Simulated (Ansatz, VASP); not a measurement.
## GaSnH3 in VASP and in Ansatz

File INCAR:

```
ALGO = Normal ; EDIFF = 1E-6
EDIFFG = -0.04 ; ENCUT = 600
GGA = PE ; IBRION = 2
ISIF = 3 ; ISMEAR = 0
LASPH = T ; LCHARG = F
LREAL = F ; LWAVE = F
NELM = 60 ; NSW = 90
PREC = Accurate ; SIGMA = 0.1
```

KPOINTS

```
k-points
0
Gamma
  4 4 4
```

File POSCAR:

```
GaSnH3
1.0
    3.8998398200      0.0000000000      0.0000000000
    0.0000000000      3.8998398200      0.0000000000
    0.0000000000      0.0000000000      5.5988364000
Ga Sn H
1 1 3
Direct
    0.5000000000      0.5000000000      0.5000000000
    0.0000000000      0.0000000000      0.0000000000
    0.0000000000      0.5000000000      0.5000000000
    0.5000000000      0.0000000000      0.5000000000
    0.0000000000      0.0000000000      0.5000000000
```

Input for Ansatz:

```yaml
crystal:
  lattice:
    - [3.89983982, 0.0, 0.0]
    - [0.0, 3.89983982, 0.0]
    - [0.0, 0.0, 5.5988364]
  atoms:
    - { symbol: Ga, position: [0.5, 0.5, 0.5] }
    - { symbol: Sn, position: [0.0, 0.0, 0.0] }
    - { symbol: H, position: [0.0, 0.5, 0.5] }
    - { symbol: H, position: [0.5, 0.0, 0.5] }
    - { symbol: H, position: [0.0, 0.0, 0.5] }
basis:
  ecutwfc: 420
kpoints:
  mp_grid: { grid: [4, 4, 4] }
hamiltonian:
  xc: pbe
scf:
  occupations: { method: gaussian, width: 0.1 }
  lower_state_search: "off"
output:
  forces: true
  stress: true
  eigenvalues: true
relax:
  adjacent_minimum: "off"
  f_tol: 0.04
  max_steps: 70
  cell: { stress_tol: 0.4 }
```

Alike in both runs: task relaxation of cell and atoms; functional PBE; k mesh 4 × 4 × 4; occupations gaussian, width 0.1 eV; no spin polarisation.

```csv
,VASP,Ansatz
version,VASP 6.6.1,Ansatz 0.2.0
potentials or method,"VASP PAW PBE potentials, release 64 (Ga_d, Sn_d, H), cutoff 600 eV","scalar-relativistic, plane waves, PAW"
valence electrons in the cell,30,30
```

|  | VASP | Ansatz | Ansatz less VASP |
| --- | --- | --- | --- |
| gap on the k mesh at the Fermi level, each at its own relaxed structure (eV) | none | none | - |
| relaxed volume (Å³/atom) | 11.98 | 11.97 | -0.012 |
| relaxed length of the cell vector where the two differ most in proportion (Å) | 4.253 | 4.249 | -0.0039 |

A gap of «none» marks a metal or a gap that the smearing closes.

The k mesh is coarse, so the values compare programs but aren't converged. Noted on VASP's run: the volume moved by over 15 % at a fixed basis, so the end points are rough.
